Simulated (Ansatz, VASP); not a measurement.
## Two plane-wave programs on ZnSe

The input INCAR:

```
PREC     = Accurate       # precision mode
ENCUT    = 520            # plane-wave cutoff, eV
EDIFF    = 1E-6           # SCF threshold, eV
ISMEAR   = -1             # smearing method
SIGMA    = 0.1            # smearing width, eV
LREAL    = False          # projectors in reciprocal space
LASPH    = True           # aspherical terms in the spheres
NELM     = 100            # most SCF steps
ALGO     = Normal         # electronic algorithm
ISIF     = 2              # what is computed and relaxed
LWAVE    = False          # write WAVECAR
LCHARG   = False          # write CHGCAR
GGA      = PE             # functional
NBANDS   = 16             # bands
```

Contents of KPOINTS:

```
Automatic mesh
0
Gamma
  11 11 11
```

Contents of POSCAR:

```
ZnSe
1.0
    0.0000000000      2.6608927865      2.6608927865
    2.6608927865      0.0000000000      2.6608927865
    2.6608927865      2.6608927865      0.0000000000
Zn Se
1 1
Direct
    0.0000000000      0.0000000000      0.0000000000
    0.2500000000      0.2500000000      0.2500000000
```

Input for Ansatz:

```yaml
crystal:
  lattice:
    - [0.0, 2.6608927865, 2.6608927865]
    - [2.6608927865, 0.0, 2.6608927865]
    - [2.6608927865, 2.6608927865, 0.0]
  atoms:
    - { symbol: Zn, position: [0.0, 0.0, 0.0] }
    - { symbol: Se, position: [0.25, 0.25, 0.25] }
kpoints:
  mp_grid: { grid: [11, 11, 11] }
scf:
  occupations: { method: fermi_dirac, width: 0.1 }
hamiltonian:
  xc: pbe
  pseudopotentials: { kind: paw, core: large }
output:
  forces: true
  stress: true
  eigenvalues: true
```

Change from the starting cell: volume scaled by 0.8, PAW files, core large.

Alike in both runs: task single point; functional PBE; k mesh 11 × 11 × 11; occupations fermi-dirac, width 0.1 eV; no spin polarisation.

|  | VASP | Ansatz |
| --- | --- | --- |
| version | VASP 6.6.1 | Ansatz 0.2.0 |
| potentials or method | VASP PAW PBE potentials, release 64 (Zn, Se) | PAW with other files of Ansatz's library (core large), scalar-relativistic |
| plane-wave cutoff (eV) | 520 | 420 |
| valence electrons in the cell | 18 | 18 |

```tsv
	VASP	Ansatz	Ansatz less VASP
pressure (GPa)	21.5	21.1	-0.42
```

With one functional, cell and mesh, what is left measures potentials, basis and numerics. Ansatz's warnings: datasets by core.
